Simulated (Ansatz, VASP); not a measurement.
**One calculation of W, two programs**

File INCAR:

```
SYSTEM = W
ALGO = Normal
EDIFF = 1E-6
ENCUT = 500
GGA = PS
GGA_COMPAT = .False.
ISIF = 2
ISMEAR = -1
LASPH = .True.
LCHARG = .True.
LELF = .True.
LREAL = .False.
LVHAR = .True.
LWAVE = .False.
NBANDS = 13
NELM = 120
PREC = Accurate
SIGMA = 0.1
```

Contents of KPOINTS:

```
k-points
0
Gamma
  12 12 12
  0 0 0
```

Contents of POSCAR:

```
W
1.0
   -1.5823450000      1.5823450000      1.5823450000
    1.5823450000     -1.5823450000      1.5823450000
    1.5823450000      1.5823450000     -1.5823450000
W
1
Direct
    0.0000000000      0.0000000000      0.0000000000
```

Input for Ansatz:

```yaml
crystal:
  lattice:
    - [-1.582345, 1.582345, 1.582345]
    - [1.582345, -1.582345, 1.582345]
    - [1.582345, 1.582345, -1.582345]
  atoms:
    - { symbol: W, position: [0.0, 0.0, 0.0] }
basis:
  ecutwfc: 475.0
kpoints:
  mp_grid:
    grid: [12, 12, 12]
hamiltonian:
  xc: pbesol
scf:
  occupations:
    method: fermi_dirac
output:
  stress: true
```

Alike in both runs: task single point; functional PBEsol; k mesh 12 × 12 × 12; no spin polarisation.

|  | VASP | Ansatz |
| --- | --- | --- |
| version | VASP 6.6.1 | Ansatz 0.2.0 |
| potentials or method | VASP PAW PBE potentials, release 64 (W_sv), cutoff 500 eV | plane waves, PAW |
| occupations | fermi-dirac, width 0.1 eV | fermi-dirac |
| valence electrons in the cell | 14 | 14 |

VASP gave:

```
pressure (GPa) : -2.5
```

**Question.** Estimate Ansatz's values.

**Answer.** Pressure (GPa): -3.1.

VASP's potentials were made for PBE, not for PBEsol.

Spin-orbit coupling is off throughout.
